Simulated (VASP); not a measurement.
Crystal: Ba2BCl.

```
Ba B Cl
1.0
     5.54641    0.00000    0.00000
    -2.77321    4.80333    0.00000
     0.00000    0.00000    5.44606
Ba B Cl
2 1 1
Direct
  0.33333 0.66667 0.00000
  0.66667 0.33333 0.00000
  0.00000 0.00000 0.00000
  0.00000 0.00000 0.50000
```

The cell was built from a structure type or drawn by symmetry, and may not be a known phase.

| Item | Value |
| --- | --- |
| Program | VASP 6.6.1 |
| Task | relaxation of cell and atoms |
| Functional | PBE |
| Potentials or basis | VASP PAW PBE potentials, release 64 (Ba_sv, B, Cl) |
| Cutoff | 600 eV |
| k mesh | 12 × 12 × 8 |
| Occupations | gaussian, width 0.1 eV |
| Spin | no spin polarisation |

At the start: pressure 0.6 GPa; volume 36.27 Å³/atom.

Q: How do energy, volume and symmetry change on relaxing?

A: Over 3 steps the energy falls by 2.6 meV/atom and the volume is 37.10 Å³/atom (+2.3 %); space group P6/mmm (No. 191, to 0.1 Å) before and after.

The path:
```
step  energy change (eV)  largest force (eV/Å)  pressure (GPa)  volume (Å³)
   1              0.0000                0.0000            0.64       145.09
   2             -0.0103                0.0000            0.03       148.12
   3             -0.0104                0.0000           -0.01       148.39
```

Final structure:
```
CELL_PARAMETERS angstrom
5.61156 0.00000 0.00000
-2.80578 4.85975 0.00000
0.00000 0.00000 5.44122
ATOMIC_POSITIONS crystal
Ba 0.33333 0.66667 0.00000
Ba 0.66667 0.33333 0.00000
B 0.00000 0.00000 0.00000
Cl 0.00000 0.00000 0.50000
```
